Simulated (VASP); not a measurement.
# AlN (P6_3/mmc) in VASP: single point with PBE

Aim: the single point of AlN with PBE.

Everything below comes from runs of VASP 6.6.1. Logs are shortened: lines on timing, memory, paths and dates and some standing lists are left out, and cuts for length are marked.

## 1. The cell of the first run

Symmetry: P6_3/mmc, No. 194, hexagonal system. The conventional cell has a = 3.312 Å, b = 3.312 Å, c = 4.188 Å, α = 90.00°, β = 90.00°, γ = 120.00°. Within 2.5 Å of Al (site symmetry -6m2) lie 5 N at 1.91 to 2.09 Å. Within 2.5 Å of N (site symmetry -6m2) lie 5 Al at 1.91 to 2.09 Å.

## 2. Single point, PBE

INCAR reads:

```
PREC = Accurate ; ENCUT = 520
EDIFF = 1E-6 ; ISMEAR = 0
SIGMA = 0.05 ; LREAL = False
LASPH = True ; NELM = 80
ALGO = Normal ; ISIF = 2
LWAVE = False ; LCHARG = False
GGA = PE ; NBANDS = 16
```

KPOINTS reads:

```
Automatic mesh
0
Gamma
  18 18 10
```

POSCAR reads:

```
AlN
1.0
    3.3121157400      0.0000000000      0.0000000000
   -1.6560578700      2.8683763700      0.0000000000
    0.0000000000      0.0000000000      4.1875630000
Al N
2 2
Direct
    0.3333333300      0.6666666700      0.7500000000
    0.6666666700      0.3333333300      0.2500000000
    0.3333333300      0.6666666700      0.2500000000
    0.6666666700      0.3333333300      0.7500000000
```

Potentials or basis: VASP PAW PBE potentials, release 64 (Al, N).

The run is started by

```
cat potpaw_PBE.64/Al/POTCAR potpaw_PBE.64/N/POTCAR > POTCAR
mpirun -np 1 vasp_std > vasp.out
```

OUTCAR:

```text
PREC = Accurate
   ENCUT = 520
   EDIFF = 1E-6
   ISMEAR = 0
   LREAL = False
   LASPH = True
   NELM = 80
   ISIF = 2
   GGA = PE

 ion  position               nearest neighbor table
   1  0.333  0.667  0.750-   4 1.91   4 1.91   4 1.91   3 2.09   3 2.09   2 2.84   2 2.84   2 2.84
                             2 2.84   2 2.84   2 2.84
   2  0.667  0.333  0.250-   3 1.91   3 1.91   3 1.91   4 2.09   4 2.09   1 2.84   1 2.84   1 2.84
                             1 2.84   1 2.84   1 2.84
   3  0.333  0.667  0.250-   2 1.91   2 1.91   2 1.91   1 2.09   1 2.09
   4  0.667  0.333  0.750-   1 1.91   1 1.91   1 1.91   2 2.09   2 2.09

  LATTYP: Found a hexagonal cell.
 ALAT       =     3.3121157400
 C/A-ratio  =     1.2643166268

  Lattice vectors:

 A1 = (   3.3121157400,   0.0000000000,   0.0000000000)
 A2 = (  -1.6560578700,   2.8683763700,   0.0000000000)
 A3 = (   0.0000000000,   0.0000000000,   4.1875630000)

Analysis of symmetry for initial positions (statically):
=====================================================================
 Subroutine PRICEL returns:
 Original cell was already a primitive cell.

 Routine SETGRP: Setting up the symmetry group for a
 hexagonal supercell.

 Subroutine GETGRP returns: Found 24 space group operations
 (whereof 12 operations were pure point group operations)
 out of a pool of 24 trial point group operations.

The static configuration has the point symmetry D_3d.
 The point group associated with its full space group is D_6h.

Analysis of symmetry for dynamics (positions and initial velocities):
=====================================================================
 Subroutine PRICEL returns:
 Original cell was already a primitive cell.

 Routine SETGRP: Setting up the symmetry group for a
 hexagonal supercell.

 Subroutine GETGRP returns: Found 24 space group operations
 (whereof 12 operations were pure point group operations)
 out of a pool of 24 trial point group operations.

The dynamic configuration has the point symmetry D_3d.
 The point group associated with its full space group is D_6h.

 Subroutine INISYM returns: Found 24 space group operations
 (whereof 12 operations are pure point group operations),
 and found     1 'primitive' translations

----------------------------------------------------------------------------------------

                                     Primitive cell

  volume of cell :      39.7835

[... 88 lines left out ...]
   LSORBIT =      F    spin-orbit coupling
   LASPH  =      T    aspherical Exc in radial PAW
   ENCUT  =  520.0 eV  38.22 Ry    6.18 a.u.   6.16  6.16  7.79*2*pi/ulx,y,z
   NELM   =     80;   NELMIN=  2; NELMDL= -5     # of ELM steps
   EDIFF  = 0.1E-05   stopping-criterion for ELM
   LREAL  =      F    real-space projection
   EDIFFG = 0.1E-04   stopping-criterion for IOM
   NSW    =      0    number of steps for IOM
   IBRION =     -1    ionic relax: 0-MD 1-quasi-New 2-CG
   NFREE  =      0    steps in history (QN), initial steepest desc. (CG)
   ISIF   =      2    stress and relaxation
   ISYM   =      2    0-nonsym 1-usesym 2-fastsym
   POTIM  = 0.5000    time-step for ionic-motion
   TEBEG  =    0.0;   TEEND  =   0.0 temperature during run
   PSTRESS=    0.0 pullay stress
   NELECT =      16.0000    total number of electrons
   NUPDOWN=      -1.0000    fix difference up-down
   EMIN   =  10.00;   EMAX   =-10.00  energy-range for DOS
   EFERMI =   0.00;   METHOD = LEGACY
   ISMEAR =     0;   SIGMA  =   0.05  broadening in eV -4-tet -1-fermi 0-gaus
   EFERMI_NEDOS =   21; number of points for ismear=-14 and -15
   IALGO  =     38    algorithm
   IMIX   =      4    mixing-type and parameters
     AMIX     =   0.40;   BMIX     =  1.00
     AMIX_MAG =   1.60;   BMIX_MAG =  1.00
  volume/ion in A,a.u.               =       9.95        67.12
  Fermi-wavevector in a.u.,A,eV,Ry     =   1.208409  2.283561 19.867928  1.460251
  Thomas-Fermi vector in A             =   2.344017
   LORBIT       =      0    0 simple, 1 ext, 2 COOP (PROOUT), +10 PAW based schemes
   GGA     = PE    functional components
   LHFCALC =     F    Hartree Fock is set to
   AEXX    =    0.0000 exact exchange contribution
   IVDW    =     0    specifies the selected vdW correction
   LEPSILON=     F    determine dielectric tensor
   LRPA    =     F    only Hartree local field effects (RPA)
 non-spin polarized calculation
 Gauss-broadening in eV      SIGMA  =   0.05
  energy-cutoff  :      520.00
  volume of cell :       39.78
 maximum number of plane-waves:      1090
 NGX is ok and might be reduce to    28
   NGX = 13   NGY = 13   NGZ = 15

 number of electron      15.9999999 magnetization

 Free energy of the ion-electron system (eV)
  ---------------------------------------------------
  ext. energy  EPLUGINS =         0.00000000
  ---------------------------------------------------
  free energy    TOTEN  =       -29.31895965 eV

  energy without entropy =      -29.31895965  energy(sigma->0) =      -29.31895965

 E-fermi :   8.1400     XC(G=0): -11.1609

 val. band max:        7.9494744885   @ k =   0.0000   0.0000   0.0000
 cond. band min:      11.2186117681   @ k =   0.0000   0.0000   0.0000
 fundamental gap:      3.2691372796
 Fermi energy:         8.1399504810

 k-point     1 :       0.0000    0.0000    0.0000
  band No.  band energies     occupation
      1      -8.8337      2.00000
      2      -5.2136      2.00000
      3       1.0875      2.00000
      4       4.6811      2.00000
      5       4.6811      2.00000
      6       6.3411      2.00000
[... 433 lines left out ...]
      3       1.5500      2.00000
      4       3.1841      2.00000
      5       3.2573      2.00000
      6       3.8028      2.00000
[... 8 lines left out ...]
     15      20.7338      0.00000
     16      20.9630      0.00000

 [... further k-points ...]
[... 5 lines left out ...]
  --------------------------------------------------------------------------------------
  -------------------------------------------------------------------------------------
  Total        0.0023233      0.0023233      0.0053192      0.0000000     -0.0000000      0.0000000
  in kB        0.0935635      0.0935635      0.2142186      0.0000000     -0.0000000      0.0000000
  external PRESSURE =       0.1337819 kB  Pullay stress =       0.0000000 kB

 VOLUME and BASIS-vectors are now :
 -----------------------------------------------------------------------------
  energy-cutoff  :      520.00
  volume of cell :       39.78
      direct lattice vectors                 reciprocal lattice vectors
     3.312115740  0.000000000  0.000000000     0.301921816  0.174314642  0.000000000
    -1.656057870  2.868376370  0.000000000     0.000000000  0.348629284  0.000000000
     0.000000000  0.000000000  4.187563000     0.000000000  0.000000000  0.238802377

 POSITION                                       TOTAL-FORCE (eV/Angst)
 -----------------------------------------------------------------------------------
     -0.00000      1.91225      3.14067         0.000000     -0.000000      0.000000
      1.65606      0.95613      1.04689        -0.000000      0.000000      0.000000
     -0.00000      1.91225      1.04689         0.000000     -0.000000      0.000000
      1.65606      0.95613      3.14067        -0.000000      0.000000      0.000000
 -----------------------------------------------------------------------------------
    total drift:                               -0.000001      0.000001      0.000000

  FREE ENERGIE OF THE ION-ELECTRON SYSTEM (eV)
  ---------------------------------------------------
  free  energy   TOTEN  =       -29.3189596476 eV

  energy  without entropy=      -29.3189596476  energy(sigma->0) =      -29.31895965
```

stdout:

```text
POSCAR found type information on POSCAR AlN
 POSCAR found :  2 types and       4 ions
 scaLAPACK will be used
 LDA part: xc-table for (Slater+PW92), standard interpolation
 POSCAR, INCAR and KPOINTS ok, starting setup
 FFT: planning ... GRIDC
 FFT: planning ... GRID_SOFT
 FFT: planning ... GRID
 WAVECAR not read
 entering main loop
```

It took 3.8 min on 1 thread of AMD EPYC 7R13, shared host; peak memory 0.22 GiB.

What came out:

- Free energy: -29.3190 eV
- Pressure: 0.0 GPa
- Band gap on the k mesh: 3.27 eV, direct
